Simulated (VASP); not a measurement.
# LiCl in VASP: a series of runs, part 2 of 2

VASP 6.6.1. Earlier steps stand in the parts before.

### Step 3. Single point, r2SCAN (epitaxial xy strain -1.3%)

Contents of POSCAR:

```
LiCl
1.0
    0.0000000000      2.5217860969      2.5834377091
    2.5217860969      0.0000000000      2.5834377091
    2.5217860969      2.5217860969      0.0000000000
Li Cl
1 1
Direct
    0.0000000000      0.0000000000      0.0000000000
    0.5000000000      0.5000000000      0.5000000000
```

Contents of INCAR.step1:

```
SYSTEM = LiCl
PREC = Accurate
ENCUT = 520
ISMEAR = 0
SIGMA = 0.01
LREAL = .FALSE.
LASPH = .TRUE.
NELM = 80
NBANDS = 12
GGA = PE
ALGO = Normal
EDIFF = 1E-4
LWAVE = .TRUE.
LCHARG = .FALSE.
```

Contents of INCAR.step2:

```
SYSTEM = LiCl
PREC = Accurate
ENCUT = 520
EDIFF = 1E-6
ISMEAR = 0
SIGMA = 0.01
LREAL = .FALSE.
LASPH = .TRUE.
NELM = 80
ALGO = Normal
ISIF = 2
LWAVE = .FALSE.
LCHARG = .FALSE.
METAGGA = R2SCAN
LMIXTAU = .TRUE.
NBANDS = 12
ISTART = 1
```

Contents of KPOINTS:

```
regular mesh
0
G
  8 8 8
  0 0 0
```

Potentials or basis: VASP PAW PBE potentials, release 64 (Li_sv, Cl).

On the command line:

```console
cat potpaw_PBE.64/Li_sv/POTCAR potpaw_PBE.64/Cl/POTCAR > POTCAR
cp INCAR.step1 INCAR
mpirun -np 1 vasp_std > vasp.out
cp INCAR.step2 INCAR
mpirun -np 1 vasp_std > vasp.out
```

OUTCAR:

```text
SYSTEM = LiCl
   PREC = Accurate
   ENCUT = 520
   EDIFF = 1E-6
   ISMEAR = 0
   LREAL = .FALSE.
   LASPH = .TRUE.
   NELM = 80
   ISIF = 2
   METAGGA = R2SCAN
   ISTART = 1

 ion  position               nearest neighbor table
   1  0.000  0.000  0.000-   2 2.52   2 2.52   2 2.52   2 2.52   2 2.58   2 2.58
   2  0.500  0.500  0.500-   1 2.52   1 2.52   1 2.52   1 2.52   1 2.58   1 2.58

  LATTYP: Found a body centered tetragonal cell.
 ALAT       =     3.5663440996
 C/A-ratio  =     1.4487876867

  Lattice vectors:

 A1 = (  -2.5217860969,   0.0000000000,   2.5834377091)
 A2 = (   2.5217860969,   0.0000000000,   2.5834377091)
 A3 = (   0.0000000000,   2.5217860969,  -2.5834377091)

Analysis of symmetry for initial positions (statically):
=====================================================================
 Subroutine PRICEL returns:
 Original cell was already a primitive cell.

 Routine SETGRP: Setting up the symmetry group for a
 body centered tetragonal supercell.

 Subroutine GETGRP returns: Found 16 space group operations
 (whereof 16 operations were pure point group operations)
 out of a pool of 16 trial point group operations.

The static configuration has the point symmetry D_4h.

Analysis of symmetry for dynamics (positions and initial velocities):
=====================================================================
 Subroutine PRICEL returns:
 Original cell was already a primitive cell.

 Routine SETGRP: Setting up the symmetry group for a
 body centered tetragonal supercell.

 Subroutine GETGRP returns: Found 16 space group operations
 (whereof 16 operations were pure point group operations)
 out of a pool of 16 trial point group operations.

The dynamic configuration has the point symmetry D_4h.

 Subroutine INISYM returns: Found 16 space group operations
 (whereof 16 operations are pure point group operations),
 and found     1 'primitive' translations

----------------------------------------------------------------------------------------

                                     Primitive cell

  volume of cell :      32.8583

  direct lattice vectors                    reciprocal lattice vectors
     0.000000000  2.521786097  2.583437709    -0.198272169  0.198272169  0.193540567
     2.521786097  0.000000000  2.583437709     0.198272169 -0.198272169  0.193540567
     2.521786097  2.521786097  0.000000000     0.198272169  0.198272169 -0.193540567

  length of vectors
     3.610201589  3.610201589  3.566344100     0.340707584  0.340707584  0.340707584

  position of ions in fractional coordinates (direct lattice)
     0.000000000  0.000000000  0.000000000
     0.500000000  0.500000000  0.500000000

  ion indices of the primitive-cell ions
   primitive index   ion index
                 1           1
                 2           2

----------------------------------------------------------------------------------------

 KPOINTS: regular mesh

Automatic generation of k-mesh.
 Grid dimensions read from file:
 generate k-points for:    8    8    8

 Generating k-lattice:

  Cartesian coordinates                     Fractional coordinates (reciprocal lattice)
    -0.024784021  0.024784021  0.024192571     0.125000000 -0.000000000  0.000000000
     0.024784021 -0.024784021  0.024192571    -0.000000000  0.125000000  0.000000000
     0.024784021  0.024784021 -0.024192571     0.000000000  0.000000000  0.125000000

  Length of vectors
     0.042588448  0.042588448  0.042588448

  Shift w.r.t. Gamma in fractional coordinates (k-lattice)
     0.000000000  0.000000000  0.000000000

 Subroutine IBZKPT returns following result:
 ===========================================

 Found     59 irreducible k-points:

 Following reciprocal coordinates:
            Coordinates               Weight
  0.000000  0.000000  0.000000      1.000000
  0.125000  0.000000  0.000000      8.000000
  0.250000  0.000000  0.000000      8.000000
  0.375000  0.000000  0.000000      8.000000
  0.500000  0.000000  0.000000      4.000000
  0.125000  0.125000  0.000000      2.000000
[... 16 lines left out ...]
  0.250000  0.000000  0.125000     16.000000
  0.375000 -0.000000  0.125000     16.000000
 [... further k-points ...]
   k-points           NKPTS =     59   k-points in BZ     NKDIM =     59   number of bands    NBANDS=     12
   number of dos      NEDOS =    301   number of ions     NIONS =      2
   total plane-waves  NPLWV =  21952
   dimension x,y,z NGX =    28 NGY =   28 NGZ =   28
   dimension x,y,z NGXF=    56 NGYF=   56 NGZF=   56
   ions per type =               1   1
   NGX,Y,Z   is equivalent  to a cutoff of  12.89, 12.89, 13.05 a.u.
   NGXF,Y,Z  is equivalent  to a cutoff of  25.79, 25.79, 26.10 a.u.
 SYSTEM =  LiCl
   PREC   = accura    normal or accurate (medium, high low for compatibility)
   ISTART =      1    job   : 0-new  1-cont  2-samecut
   ICHARG =      0    charge: 1-file 2-atom 10-const
   ISPIN  =      1    spin polarized calculation?
   LNONCOLLINEAR =      F non collinear calculations
   LSORBIT =      F    spin-orbit coupling
   LASPH  =      T    aspherical Exc in radial PAW
   ENCUT  =  520.0 eV  38.22 Ry    6.18 a.u.   6.71  6.71  6.63*2*pi/ulx,y,z
   NELM   =     80;   NELMIN=  2; NELMDL=  0     # of ELM steps
   EDIFF  = 0.1E-05   stopping-criterion for ELM
   LREAL  =      F    real-space projection
   EDIFFG = 0.1E-04   stopping-criterion for IOM
   NSW    =      0    number of steps for IOM
   IBRION =     -1    ionic relax: 0-MD 1-quasi-New 2-CG
   NFREE  =      0    steps in history (QN), initial steepest desc. (CG)
   ISIF   =      2    stress and relaxation
   ISYM   =      2    0-nonsym 1-usesym 2-fastsym
   POTIM  = 0.5000    time-step for ionic-motion
   TEBEG  =    0.0;   TEEND  =   0.0 temperature during run
   PSTRESS=    0.0 pullay stress
   NELECT =      10.0000    total number of electrons
   NUPDOWN=      -1.0000    fix difference up-down
   EMIN   =  10.00;   EMAX   =-10.00  energy-range for DOS
   EFERMI =   0.00;   METHOD = LEGACY
   ISMEAR =     0;   SIGMA  =   0.01  broadening in eV -4-tet -1-fermi 0-gaus
   EFERMI_NEDOS =   21; number of points for ismear=-14 and -15
   IALGO  =     38    algorithm
   IMIX   =      4    mixing-type and parameters
     AMIX     =   0.40;   BMIX     =  1.00
     AMIX_MAG =   1.60;   BMIX_MAG =  1.00
  volume/ion in A,a.u.               =      16.43       110.87
  Fermi-wavevector in a.u.,A,eV,Ry     =   1.101184  2.080937 16.498517  1.212607
  Thomas-Fermi vector in A             =   2.237607
   LORBIT       =      0    0 simple, 1 ext, 2 COOP (PROOUT), +10 PAW based schemes
   METAGGA = R2SCAN    functional components
   LHFCALC =     F    Hartree Fock is set to
   AEXX    =    0.0000 exact exchange contribution
   IVDW    =     0    specifies the selected vdW correction
   LEPSILON=     F    determine dielectric tensor
   LRPA    =     F    only Hartree local field effects (RPA)
 non-spin polarized calculation
 Gauss-broadening in eV      SIGMA  =   0.01
  energy-cutoff  :      520.00
  volume of cell :       32.86
 maximum number of plane-waves:       909
   NGX = 13   NGY = 13   NGZ = 13

 number of electron      10.0000000 magnetization

 Free energy of the ion-electron system (eV)
  ---------------------------------------------------
  ext. energy  EPLUGINS =         0.00000000
  ---------------------------------------------------
  free energy    TOTEN  =       -12.58664723 eV

  energy without entropy =      -12.58664723  energy(sigma->0) =      -12.58664723

 E-fermi :   0.5660     XC(G=0):  -9.2854

 val. band max:        0.4331366489   @ k =   0.0000   0.0000   0.0000
 cond. band min:       7.8615830595   @ k =   0.0000   0.0000   0.0000
 fundamental gap:      7.4284464106
 Fermi energy:         0.5659912505

 k-point     1 :       0.0000    0.0000    0.0000
  band No.  band energies     occupation
      1     -44.3837      2.00000
      2     -13.6885      2.00000
      3       0.3703      2.00000
      4       0.3703      2.00000
      5       0.4331      2.00000
      6       7.8616      0.00000
      7      12.9366      0.00000
      8      13.1505      0.00000
      9      13.1505      0.00000
     10      15.6510      0.00000
     11      16.0339      0.00000
     12      16.0694      0.00000
[... 331 lines left out ...]
 k-point    24 :       0.3750   -0.0000    0.1250
  band No.  band energies     occupation
      1     -44.3811      2.00000
      2     -13.1784      2.00000
      3      -1.9075      2.00000
      4      -0.0907      2.00000
      5      -0.0800      2.00000
      6       8.9578      0.00000
      7      10.8653      0.00000
      8      11.9053      0.00000
      9      12.5096      0.00000
     10      15.7382      0.00000
     11      17.7402      0.00000
     12      18.8538      0.00000

 [... further k-points ...]
[... 5 lines left out ...]
  --------------------------------------------------------------------------------------
  -------------------------------------------------------------------------------------
  Total        0.0950520      0.0950520     -0.1104169      0.0000000      0.0000000      0.0000000
  in kB        4.6347631      4.6347631     -5.3839589      0.0000000      0.0000000      0.0000000
  external PRESSURE =       1.2951891 kB  Pullay stress =       0.0000000 kB

 VOLUME and BASIS-vectors are now :
 -----------------------------------------------------------------------------
  energy-cutoff  :      520.00
  volume of cell :       32.86
      direct lattice vectors                 reciprocal lattice vectors
     0.000000000  2.521786097  2.583437709    -0.198272169  0.198272169  0.193540567
     2.521786097  0.000000000  2.583437709     0.198272169 -0.198272169  0.193540567
     2.521786097  2.521786097  0.000000000     0.198272169  0.198272169 -0.193540567

 POSITION                                       TOTAL-FORCE (eV/Angst)
 -----------------------------------------------------------------------------------
      0.00000      0.00000      0.00000        -0.000000     -0.000000      0.000000
      2.52179      2.52179      2.58344         0.000000      0.000000      0.000000
 -----------------------------------------------------------------------------------
    total drift:                                0.000000      0.000000      0.000000

  FREE ENERGIE OF THE ION-ELECTRON SYSTEM (eV)
  ---------------------------------------------------
  free  energy   TOTEN  =       -12.5866472271 eV

  energy  without entropy=      -12.5866472271  energy(sigma->0) =      -12.58664723
```

OSZICAR.step1:

```text
N       E                     dE             d eps       ncg     rms          rms(c)
DAV:   1     0.408917369522E+02    0.40892E+02   -0.41805E+03  1424   0.777E+02
DAV:   2    -0.496469771208E+01   -0.45856E+02   -0.44113E+02  1756   0.144E+02
DAV:   3    -0.738221738290E+01   -0.24175E+01   -0.24101E+01  1896   0.341E+01
DAV:   4    -0.744176210498E+01   -0.59545E-01   -0.59524E-01  1988   0.547E+00
DAV:   5    -0.744241849506E+01   -0.65639E-03   -0.65638E-03  1936   0.522E-01    0.242E+00
DAV:   6    -0.737414754907E+01    0.68271E-01   -0.14390E-01  1820   0.179E+00    0.173E+00
DAV:   7    -0.737567392870E+01   -0.15264E-02   -0.48429E-02  2132   0.116E+00    0.932E-01
DAV:   8    -0.737960319224E+01   -0.39293E-02   -0.61092E-03  1652   0.539E-01    0.156E-01
DAV:   9    -0.737956142249E+01    0.41770E-04   -0.18740E-04  1800   0.947E-02
   1 F= -.73795614E+01 E0= -.73795614E+01  d E =-.351728E-13
```

Wall time 98 s (1 thread of AMD EPYC 7R43 (Zen 3), shared host); peak memory 0.13 GiB.

What came out:

```
Free energy            : -12.5866 eV
Band gap on the k mesh : 7.43 eV, direct
```

Levels at points of the mesh, in eV from the valence-band top:
```csv
k point,band 1,band 2,band 3,band 4,band 5,band 6,band 7,band 8,band 9,band 10
"(0.00, 0.00, 0.00)",-44.82,-14.12,-0.06,-0.06,0.00,7.43,12.50,12.72,12.72,15.22
"(0.50, 0.00, 0.00)",-44.81,-13.50,-2.99,-0.36,-0.29,7.52,10.19,10.39,14.46,17.99
"(0.50, 0.50, 0.00)",-44.81,-13.26,-3.10,-1.16,-1.16,8.85,8.93,13.54,15.73,15.73
"(0.50, 0.00, 0.50)",-44.81,-13.22,-3.10,-1.33,-1.16,8.78,8.81,13.90,15.27,15.82
```

Caveat: the cell differs from its parent crystal (epitaxial xy strain -1.3%); the cutoff is under 1.25 times the usual one of these potentials, so pressure, stress and relaxed cells hold a basis-set (Pulay) error; the PAW data sets were made with another functional, which shifts forces and pressure a little. A k mesh can miss the band edges.

### Step 4. Single point, r2SCAN (uniaxial z strain +1.1%)

Contents of POSCAR:

```
LiCl
1.0
    0.0000000000      2.5560369926      2.5846646069
    2.5560369926      0.0000000000      2.5846646069
    2.5560369926      2.5560369926      0.0000000000
Li Cl
1 1
Direct
    0.0000000000      0.0000000000      0.0000000000
    0.5000000000      0.5000000000      0.5000000000
```

Contents of INCAR.step1:

```
SYSTEM = LiCl
PREC = Accurate ; ENCUT = 520
ISMEAR = 0 ; SIGMA = 0.01
LREAL = .FALSE. ; LASPH = .TRUE.
NELM = 60 ; NBANDS = 12
GGA = PE ; ALGO = Normal
EDIFF = 1E-4 ; LWAVE = .TRUE.
LCHARG = .FALSE.
```

Contents of INCAR.step2:

```
SYSTEM = LiCl
PREC = Accurate ; ENCUT = 520
EDIFF = 1E-7 ; ISMEAR = 0
SIGMA = 0.01 ; LREAL = .FALSE.
LASPH = .TRUE. ; NELM = 60
ALGO = Normal ; ISIF = 2
LWAVE = .FALSE. ; LCHARG = .FALSE.
METAGGA = R2SCAN ; LMIXTAU = .TRUE.
NBANDS = 12 ; ISTART = 1
```

Contents of KPOINTS:

```
Automatic mesh
0
G
  8 8 8
  0 0 0
```

Potentials or basis: VASP PAW PBE potentials, release 64 (Li_sv, Cl).

On the command line:

```console
cat potpaw_PBE.64/Li_sv/POTCAR potpaw_PBE.64/Cl/POTCAR > POTCAR
cp INCAR.step1 INCAR
mpirun -np 1 vasp_std > vasp.out
cp INCAR.step2 INCAR
mpirun -np 1 vasp_std > vasp.out
```

OUTCAR:

```text
SYSTEM = LiCl
   PREC = Accurate
   ENCUT = 520
   EDIFF = 1E-7
   ISMEAR = 0
   LREAL = .FALSE.
   LASPH = .TRUE.
   NELM = 60
   ISIF = 2
   METAGGA = R2SCAN
   ISTART = 1

 ion  position               nearest neighbor table
   1  0.000  0.000  0.000-   2 2.56   2 2.56   2 2.56   2 2.56   2 2.58   2 2.58
   2  0.500  0.500  0.500-   1 2.56   1 2.56   1 2.56   1 2.56   1 2.58   1 2.58

  LATTYP: Found a body centered tetragonal cell.
 ALAT       =     3.6147821809
 C/A-ratio  =     1.4300527543

  Lattice vectors:

 A1 = (  -2.5560369926,   0.0000000000,   2.5846646069)
 A2 = (   2.5560369926,   0.0000000000,   2.5846646069)
 A3 = (   0.0000000000,   2.5560369926,  -2.5846646069)

Analysis of symmetry for initial positions (statically):
=====================================================================
 Subroutine PRICEL returns:
 Original cell was already a primitive cell.

 Routine SETGRP: Setting up the symmetry group for a
 body centered tetragonal supercell.

 Subroutine GETGRP returns: Found 16 space group operations
 (whereof 16 operations were pure point group operations)
 out of a pool of 16 trial point group operations.

The static configuration has the point symmetry D_4h.

[... 167 lines left out ...]
 k-point     1 :       0.0000    0.0000    0.0000
  band No.  band energies     occupation
      1     -44.6338      2.00000
      2     -13.7991      2.00000
      3       0.1714      2.00000
      4       0.1714      2.00000
      5       0.2009      2.00000
      6       7.4700      0.00000
      7      12.7800      0.00000
      8      12.8766      0.00000
      9      12.8766      0.00000
     10      15.4734      0.00000
     11      15.6462      0.00000
     12      15.8711      0.00000
[... 331 lines left out ...]
 k-point    24 :       0.3750   -0.0000    0.1250
  band No.  band energies     occupation
      1     -44.6316      2.00000
      2     -13.3209      2.00000
      3      -2.0262      2.00000
      4      -0.2817      2.00000
      5      -0.2661      2.00000
      6       8.6748      0.00000
      7      10.6050      0.00000
      8      11.6809      0.00000
      9      12.1626      0.00000
     10      15.3881      0.00000
     11      17.3927      0.00000
     12      18.4103      0.00000

 [... further k-points ...]
[... 5 lines left out ...]
  --------------------------------------------------------------------------------------
  -------------------------------------------------------------------------------------
  Total       -0.1527549     -0.1527549     -0.2421431      0.0000000      0.0000000      0.0000000
  in kB       -7.2466484     -7.2466484    -11.4872033      0.0000000      0.0000000      0.0000000
  external PRESSURE =      -8.6601667 kB  Pullay stress =       0.0000000 kB

 VOLUME and BASIS-vectors are now :
 -----------------------------------------------------------------------------
  energy-cutoff  :      520.00
  volume of cell :       33.77
      direct lattice vectors                 reciprocal lattice vectors
     0.000000000  2.556036993  2.584664607    -0.195615322  0.195615322  0.193448697
     2.556036993  0.000000000  2.584664607     0.195615322 -0.195615322  0.193448697
     2.556036993  2.556036993  0.000000000     0.195615322  0.195615322 -0.193448697

 POSITION                                       TOTAL-FORCE (eV/Angst)
 -----------------------------------------------------------------------------------
      0.00000      0.00000      0.00000         0.000000      0.000000      0.000000
      2.55604      2.55604      2.58466        -0.000000     -0.000000      0.000000
 -----------------------------------------------------------------------------------
    total drift:                                0.000000      0.000000      0.000000

  FREE ENERGIE OF THE ION-ELECTRON SYSTEM (eV)
  ---------------------------------------------------
  free  energy   TOTEN  =       -12.5863444348 eV

  energy  without entropy=      -12.5863444348  energy(sigma->0) =      -12.58634443
```

OSZICAR.step1:

```text
N       E                     dE             d eps       ncg     rms          rms(c)
DAV:   1     0.398360356174E+02    0.39836E+02   -0.39952E+03  1416   0.762E+02
DAV:   2    -0.502360378659E+01   -0.44860E+02   -0.43274E+02  1768   0.145E+02
DAV:   3    -0.738897597544E+01   -0.23654E+01   -0.23591E+01  1920   0.341E+01
DAV:   4    -0.744955677035E+01   -0.60581E-01   -0.60567E-01  1948   0.554E+00
DAV:   5    -0.745040528674E+01   -0.84852E-03   -0.84851E-03  1928   0.576E-01    0.239E+00
DAV:   6    -0.737953490823E+01    0.70870E-01   -0.15157E-01  1788   0.183E+00    0.170E+00
DAV:   7    -0.738135621135E+01   -0.18213E-02   -0.49488E-02  2156   0.117E+00    0.926E-01
DAV:   8    -0.738553087208E+01   -0.41747E-02   -0.64316E-03  1628   0.552E-01    0.156E-01
DAV:   9    -0.738548917551E+01    0.41697E-04   -0.20684E-04  1788   0.100E-01
   1 F= -.73854892E+01 E0= -.73854892E+01  d E =-.941408E-76
```

It took 2.6 min on 1 thread of AMD EPYC 7R43 (Zen 3), shared host; peak memory 0.13 GiB.

Results:

- Free energy: -12.5863 eV
- Band gap on the k mesh: 7.27 eV, direct

Caveat: the cell differs from its parent crystal (uniaxial z strain +1.1%); the cutoff is under 1.25 times the usual one of these potentials, so pressure, stress and relaxed cells hold a basis-set (Pulay) error; the PAW data sets were made with another functional, which shifts forces and pressure a little. A k mesh can miss the band edges.

### Step 5. The runs side by side

| level | cell | smearing | gap on the mesh (eV) |
| --- | --- | --- | --- |
| PBE | a = 3.694 Å, angles 58.6°, 2 atoms | fermi-dirac 0.02 eV | 6.14 |
| r2SCAN | a = 3.610, b = 3.610, c = 3.566 Å, angles 60.4, 60.4, 59.2°, 2 atoms | gaussian 0.01 eV | 7.43 |
| r2SCAN | a = 3.635, b = 3.635, c = 3.615 Å, angles 60.2, 60.2, 59.6°, 2 atoms | gaussian 0.01 eV | 7.27 |

Alike in all rows: task single point; potentials or basis VASP PAW PBE potentials, release 64 (Li_sv, Cl); no spin polarisation; k mesh 8 × 8 × 8; cutoff (eV) 520.

Caveats: the cutoff is under 1.25 times the usual one of these potentials, so pressure, stress and relaxed cells hold a basis-set (Pulay) error; the PAW data sets were made with another functional, which shifts forces and pressure a little (some runs).

Total energies depend on the potentials used, so only differences within one code and one set of settings carry meaning.
